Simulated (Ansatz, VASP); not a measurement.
**Two plane-wave programs on TiO2**

```
Ti O
1.0
     4.59685    0.00000    0.00000
     0.00000    4.59685    0.00000
     0.00000    0.00000    2.95349
Ti O
2 4
Direct
  0.00000 0.00000 0.00000
  0.50000 0.50000 0.50000
  0.30464 0.30464 0.00000
  0.19536 0.80464 0.50000
  0.80464 0.19536 0.50000
  0.69536 0.69536 0.00000
```

Alike in both runs: task single point; functional PBE; k mesh 6 × 6 × 8; occupations fermi-dirac, width 0.02 eV; no spin polarisation.

|  | VASP | Ansatz |
| --- | --- | --- |
| version | VASP 6.6.1 | Ansatz 0.2.0 |
| potentials or method | VASP PAW PBE potentials, release 64 (Ti_sv, O) | plane waves, PAW |
| plane-wave cutoff (eV) | 520 | 420 |
| valence electrons in the cell | 48 | 48 |

Ansatz gave:

| Quantity | Value |
| --- | --- |
| gap on the k mesh at the Fermi level (eV) | 1.89 |
| pressure (GPa) | 5.2 |
| traceless stress, the component that is largest in VASP (GPa) | -0.17 |
| rms of the force components (eV/Å) | 0.026 |

Question: What did VASP give for the same quantities?

Answer: gap on the k mesh at the Fermi level (eV): 1.86; pressure (GPa): 5.9; traceless stress, the component that is largest in VASP (GPa): 0.04; rms of the force components (eV/Å): 0.038.

Atom by atom the forces differ by 0.013 eV/Å (rms over components).
